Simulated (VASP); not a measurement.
Runs of VASP 6.6.1 on KI. The structure is that of space group Fm-3m (No. 225), or close to it. The cells are those of the table. 

```csv
level,cell,gap on the mesh (eV),pressure (GPa)
PBE,"a = 5.174 Å, angles 60.0°, 2 atoms",3.73,(c)
r2SCAN,"a = 4.962 Å, angles 60.0°, 2 atoms",(a),(b)
PBE,"a = 5.013 Å, angles 60.0°, 2 atoms",3.94,0.5
PBE,"a = 5.125 Å, angles 60.0°, 2 atoms",3.79,-0.2
r2SCAN,"a = 4.910 Å, angles 60.0°, 2 atoms",4.75,0.9
```

Alike in all rows: task single point; potentials or basis VASP PAW PBE potentials, release 64 (K_sv, I); no spin polarisation; k mesh 6 × 6 × 6; cutoff (eV) 520; smearing gaussian 0.01 eV.

Question: Fill in the values left out.

Answer: (a) 4.66; (b) 0.4; (c) -0.5.

Caveats: spin-orbit coupling is left out, which moves the levels of the heavy elements; the PAW data sets were made with another functional, which shifts forces and pressure a little (some runs).

A k mesh can miss the band edges, and the runs leave out spin-orbit coupling on I.
